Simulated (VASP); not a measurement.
Set up this calculation in VASP 6.6.1, as the native input.

* Task: single point
* Functional: PBE
* Potentials or basis: VASP PAW PBE potentials, release 64 (Zn, Se)
* Cutoff: 500 eV
* k mesh: 8 × 8 × 6
* Occupations: gaussian, width 0.02 eV
* Spin: no spin polarisation
* Dipole correction: no
* Further INCAR settings: ALGO = Normal; EDIFF = 1e-06; NBANDS = 26

The structure of ZnSe lies in POSCAR:

```
ZnSe
1.0
    4.0538031479      0.0000000000      0.0000000000
    0.0000000000      4.0538031479      0.0000000000
    0.0000000000      0.0000000000      5.7329434136
Zn Se
2 2
Direct
    0.0000000000      0.0000000000      0.0000000000
    0.5000000000      0.5000000000      0.5000000000
    0.0000000000      0.5000000000      0.2500000000
    0.5000000000      0.0000000000      0.7500000000
```

The input as run:

INCAR

```
SYSTEM = ZnSe
PREC = Accurate
ENCUT = 500
EDIFF = 1E-6
ISMEAR = 0
SIGMA = 0.02
LREAL = .False.
LASPH = .True.
NELM = 120
ALGO = Normal
ISIF = 2
LWAVE = .False.
LCHARG = .True.
GGA = PE
LELF = .True.
LVHAR = .True.
NBANDS = 26
GGA_COMPAT = .False.
```

KPOINTS

```
regular mesh
0
Gamma
  8 8 6
  0 0 0
```

Potentials or basis: VASP PAW PBE potentials, release 64 (Zn, Se).

Launch:

```console
$ cat potpaw_PBE.64/Zn/POTCAR potpaw_PBE.64/Se/POTCAR > POTCAR
$ mpirun -np 1 vasp_std > vasp.out
```

It gave:

```json
{
 "Pressure": "0.2 GPa",
 "Band gap on the k mesh": "1.15 eV"
}
```

It took 3.1 min on 1 thread of Intel Xeon 8259CL (shared host), peak memory 0.26 GiB.
